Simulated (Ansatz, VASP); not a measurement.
One calculation of Si, two programs

The input POSCAR:

```
Si
1.0
    0.0000000000      2.7219899058      2.7219899058
    2.7219899058      0.0000000000      2.7219899058
    2.7219899058      2.7219899058      0.0000000000
Si
2
Direct
    0.0000000000      0.0000000000      0.0000000000
    0.2500000000      0.2500000000      0.2500000000
```

The input INCAR.step1:

```
PREC = Accurate
ENCUT = 550
ISMEAR = 0
SIGMA = 0.02
LREAL = F
LASPH = T
NELM = 120
NBANDS = 11
GGA = PE
ALGO = Normal
EDIFF = 1E-5
LWAVE = T
LCHARG = F
GGA_COMPAT = F
```

INCAR.step2

```
PREC = Accurate
ENCUT = 550
EDIFF = 1E-6
ISMEAR = 0
SIGMA = 0.02
LREAL = F
LASPH = T
NELM = 120
ALGO = Normal
ISIF = 2
LWAVE = F
LCHARG = F
METAGGA = R2SCAN
LMIXTAU = T
NBANDS = 11
ISTART = 1
GGA_COMPAT = F
```

File KPOINTS:

```
Automatic mesh
0
Gamma
  8 8 8
```

Input for Ansatz:

```yaml
crystal:
  lattice:
    - [0.0, 2.7219899058, 2.7219899058]
    - [2.7219899058, 0.0, 2.7219899058]
    - [2.7219899058, 2.7219899058, 0.0]
  atoms:
    - { symbol: Si, position: [0.0, 0.0, 0.0] }
    - { symbol: Si, position: [0.25, 0.25, 0.25] }
basis:
  ecutwfc: 500
kpoints:
  mp_grid: { grid: [8, 8, 8] }
  band_path:
    path:
      - [[0.0, 0.0, 0.0], [0.5, 0.0, 0.5], [0.625, 0.25, 0.625]]
      - [[0.375, 0.375, 0.75], [0.0, 0.0, 0.0], [0.5, 0.5, 0.5], [0.5, 0.25, 0.75], [0.5, 0.0, 0.5]]
    npoints: 10
hamiltonian:
  xc: r2scan
  pseudopotentials: { kind: paw, azcp: { folder: soft_1 } }
scf:
  occupations: { method: gaussian, width: 0.02 }
  n_extra_bands: 7
output:
  forces: true
  stress: true
  eigenvalues: true
```

Alike in both runs: task single point; functional r2SCAN; k mesh 8 × 8 × 8; occupations gaussian, width 0.02 eV; no spin polarisation.

|  | VASP | Ansatz |
| --- | --- | --- |
| version | VASP 6.6.1 | Ansatz 0.2.0 |
| potentials or method | VASP PAW PBE potentials, release 64 (Si), cutoff 550 eV | scalar-relativistic, plane waves, PAW |
| valence electrons in the cell | 8 | 8 |

|  | VASP | Ansatz | Ansatz less VASP |
| --- | --- | --- | --- |
| gap on the k mesh at the Fermi level (eV) | 0.83 | 0.81 | -0.014 |
| least direct gap on the mesh (eV) | 2.75 | 2.74 | -0.017 |
| pressure (GPa) | -0.2 | 0.0 | +0.22 |

VASP's potentials were made for PBE, not for r2SCAN.
